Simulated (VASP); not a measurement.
Runs of VASP 6.6.1 on P. The structure is that of space group Pmna (No. 53), or close to it. The cells are those of the table. 

```csv
cell,gap on the mesh (eV),largest force (eV/Å)
"a = 3.284, b = 34.875, c = 4.570 Å, 4 atoms",0.94,0.44
"a = 3.284, b = 34.875, c = 4.348 Å, 4 atoms",0.57,0.29
"a = 3.284, b = 34.875, c = 4.592 Å, 4 atoms",0.97,(a)
"a = 3.284, b = 34.875, c = 4.614 Å, 4 atoms",1.01,0.58
"a = 3.284, b = 34.875, c = 4.393 Å, 4 atoms",0.64,0.14
"a = 3.284, b = 34.875, c = 4.526 Å, 4 atoms",0.87,0.30
"a = 3.284, b = 34.875, c = 4.481 Å, 4 atoms",0.79,(b)
"a = 3.284, b = 34.875, c = 4.304 Å, 4 atoms",0.50,0.45
```

Alike in all rows: task single point; level PBEsol; potentials or basis VASP PAW PBE potentials, release 64 (P); no spin polarisation; k mesh 8 × 1 × 6; cutoff (eV) 520; smearing gaussian 0.05 eV.

**Question.** Estimate the missing entries.

**Answer.** (a) 0.51; (b) 0.16.

Caveats: the PAW data sets were made with another functional, which shifts forces and pressure a little.

A k mesh can miss the band edges.
